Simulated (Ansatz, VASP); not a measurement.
Two plane-wave programs on Hf7TaO16

```
Ta Hf O
1.0
     0.00000    5.11500    5.11500
     5.11500    0.00000    5.11500
     5.11500    5.11500    0.00000
Ta Hf O
1 7 16
Direct
  0.00000 0.00000 0.00000
  0.00000 0.00000 0.50000
  0.00000 0.50000 0.00000
  0.00000 0.50000 0.50000
  0.50000 0.00000 0.00000
  0.50000 0.00000 0.50000
  0.50000 0.50000 0.00000
  0.50000 0.50000 0.50000
  0.12500 0.12500 0.12500
  0.12500 0.12500 0.62500
  0.12500 0.62500 0.12500
  0.12500 0.62500 0.62500
  0.62500 0.12500 0.12500
  0.62500 0.12500 0.62500
  0.62500 0.62500 0.12500
  0.62500 0.62500 0.62500
  0.37500 0.37500 0.37500
  0.37500 0.37500 0.87500
  0.37500 0.87500 0.37500
  0.37500 0.87500 0.87500
  0.87500 0.37500 0.37500
  0.87500 0.37500 0.87500
  0.87500 0.87500 0.37500
  0.87500 0.87500 0.87500
```

Alike in both runs: task electric field gradients; functional PBE; k mesh 3 × 3 × 3; occupations fermi-dirac, width 0.01 eV; collinear spin.

```csv
,VASP,Ansatz
version,VASP 6.6.1,Ansatz 0.2.0
potentials or method,"VASP PAW PBE potentials, release 64 (Ta_pv, Hf_pv, O)","plane-wave PAW, scalar-relativistic"
plane-wave cutoff (eV),520,420
valence electrons in the cell,177,291
```

Ansatz gave:

- pressure (GPa): -3.8
- rms of the force components (eV/Å): 0.114
- net moment per atom (μB): 0.04
- size of the moment on the site where the two differ most (μB): 0.49
- size of Vzz on the site where it differs most (V/Å²): 6.2

**Question.** Estimate VASP's values.

**Answer.** Pressure (GPa): -6.9; rms of the force components (eV/Å): 0.073; net moment per atom (μB): 0.04; size of the moment on the site where the two differ most (μB): 0.74; size of Vzz on the site where it differs most (V/Å²): 4.9.

Site moments also hang on the region over which each program counts them. Atom by atom the forces differ by 0.042 eV/Å (rms over components). VASP's potentials hold 177 valence electrons a cell and Ansatz's 291, so a difference there can come from the potentials and not from the codes.

Spin-orbit coupling is off throughout.
